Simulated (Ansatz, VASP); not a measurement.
MnS in VASP and in Ansatz

The input INCAR:

```
PREC = Accurate
ENCUT = 520
EDIFF = 1E-6
ISMEAR = 0
SIGMA = 0.05
LREAL = False
LASPH = True
NELM = 150
ALGO = Normal
ISIF = 2
LWAVE = False
LCHARG = False
LMAXMIX = 4
LDAU = True
LDAUTYPE = 2
LDAUL = 2 -1
LDAUU = 5 0
LDAUJ = 0 0
LDAUPRINT = 1
GGA = PE
NBANDS = 27
```

KPOINTS

```
Automatic mesh
0
Gamma
  6 6 3
```

File POSCAR:

```
MnS
1.0
    3.9760016100      0.0000000000      0.0000000000
   -1.9880008000      3.4433184000      0.0000000000
    0.0000000000      0.0000000000      6.4320005000
Mn S
2 2
Direct
    0.3333333333      0.6666666667      0.0000000000
    0.6666666667      0.3333333333      0.5000000000
    0.3333333333      0.6666666667      0.3850000000
    0.6666666667      0.3333333333      0.8850000000
```

Input for Ansatz:

```yaml
crystal:
  lattice:
    - [3.97600161, 0.0, 0.0]
    - [-1.9880008, 3.4433184, 0.0]
    - [0.0, 0.0, 6.4320005]
  atoms:
    - { symbol: Mn, position: [0.3333333333, 0.6666666667, 0.0] }
    - { symbol: Mn, position: [0.6666666667, 0.3333333333, 0.5] }
    - { symbol: S, position: [0.3333333333, 0.6666666667, 0.385] }
    - { symbol: S, position: [0.6666666667, 0.3333333333, 0.885] }
basis:
  ecutwfc: 420
  ecutrho_ratio: 4
kpoints:
  mp_grid: { grid: [6, 6, 3] }
hamiltonian:
  xc: pbe
  hubbard:
    sites: [{ site: 0, l: d, u_eff: 5.0 }, { site: 1, l: d, u_eff: 5.0 }]
scf:
  occupations: { method: gaussian, width: 0.05 }
  lower_state_search: "off"
  max_iter: 150
output:
  forces: true
  stress: true
  eigenvalues: true
  populations: true
  hubbard: { sites: [{ site: 0, l: d }, { site: 1, l: d }] }
```

Alike in both runs: task single point; functional PBE; k mesh 6 × 6 × 3; occupations gaussian, width 0.05 eV; no spin polarisation; Hubbard terms Mn d U = 5.0 eV.

```csv
,VASP,Ansatz
version,VASP 6.6.1,Ansatz 0.2.0
potentials or method,"VASP PAW PBE potentials, release 64 (Mn_pv, S), cutoff 520 eV","scalar-relativistic, plane waves, PAW"
valence electrons in the cell,38,42
```

Ansatz gave:

* gap on the k mesh at the Fermi level (eV): none
* pressure (GPa): -12.2
* traceless stress, the component that is largest in VASP (GPa): 3.11
* rms of the force components (eV/Å): 0.179

Task: Estimate VASP's values.

Result: gap on the k mesh at the Fermi level (eV): none; pressure (GPa): -11.6; traceless stress, the component that is largest in VASP (GPa): 2.84; rms of the force components (eV/Å): 0.174.

The programs project onto different local orbitals, so the same U acts differently, and such runs can settle in different states. Atom by atom the forces differ by 0.005 eV/Å (rms over components). A gap of «none» marks a metal or a gap that the smearing closes. VASP's potentials hold 38 valence electrons a cell and Ansatz's 42, so a difference there can come from the potentials and not from the codes. Ansatz's warnings: filled band counts differ across k points.
